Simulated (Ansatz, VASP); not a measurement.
One calculation of TaN, two programs

```
Ta N
1.0
     5.18500    0.00000    0.00000
    -2.59250    4.49034    0.00000
     0.00000    0.00000    2.93708
Ta N
3 3
Direct
  0.00000 0.00000 0.00000
  0.33333 0.66667 0.50000
  0.66667 0.33333 0.50000
  0.50000 0.00000 0.00000
  0.50000 0.50000 0.00000
  0.00000 0.50000 0.00000
```

Alike in both runs: task single point; functional PBE; k mesh 5 × 5 × 8; occupations fermi-dirac, width 0.05 eV; no spin polarisation.

```csv
,VASP,Ansatz
version,VASP 6.6.1,Ansatz 0.2.0
potentials or method,"VASP PAW PBE potentials, release 64 (Ta_pv, N)",Ansatz PAW
plane-wave cutoff (eV),520,420
valence electrons in the cell,48,54
```

Ansatz gave:

```
gap on the k mesh at the Fermi level (eV)                     : none
pressure (GPa)                                                : 6.2
traceless stress, the component that is largest in VASP (GPa) : -3.16
```

Estimate VASP's values.

gap on the k mesh at the Fermi level (eV): none; pressure (GPa): 7.0; traceless stress, the component that is largest in VASP (GPa): -2.98.

A gap of «none» marks a metal or a gap that the smearing closes. With one functional, cell and mesh, what is left measures potentials, basis and numerics. VASP's potentials hold 48 valence electrons a cell and Ansatz's 54, so a difference there can come from the potentials and not from the codes.

Spin-orbit coupling is off throughout.
